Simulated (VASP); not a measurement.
A run of VASP 6.6.1 is set up as follows.

INCAR

```
  PREC = Accurate
  ENCUT = 600
  EDIFF = 1E-7
  ISMEAR = -1
  SIGMA = 0.1
  LREAL = F
  LASPH = T
  NELM = 60
  ALGO = Normal
  ISIF = 4
  LWAVE = F
  LCHARG = F
  GGA = PE
  IBRION = 2
  NSW = 50
  EDIFFG = -0.005
```

KPOINTS

```
Automatic mesh
0
Gamma
  14 14 8
```

The input POSCAR:

```
Li
1.0
    2.4275335748      0.0000000000      0.0000000000
   -1.2137667874      2.1023057444      0.0000000000
    0.0000000000      0.0000000000      3.9682936450
Li
2
Direct
    0.3333333333      0.6666666667      0.2500000000
    0.6666666667      0.3333333333      0.7500000000
```

Potentials or basis: VASP PAW PBE potentials, release 64 (Li_sv).

Command:

```console
$ cat potpaw_PBE.64/Li_sv/POTCAR > POTCAR
$ mpirun -np 1 vasp_std > vasp.out
```

(1) Estimate the band gap on the k mesh.

Answers

(1) zero (band 3 reaches 5.96 eV, above the bottom of band 4 at 0.37 eV).
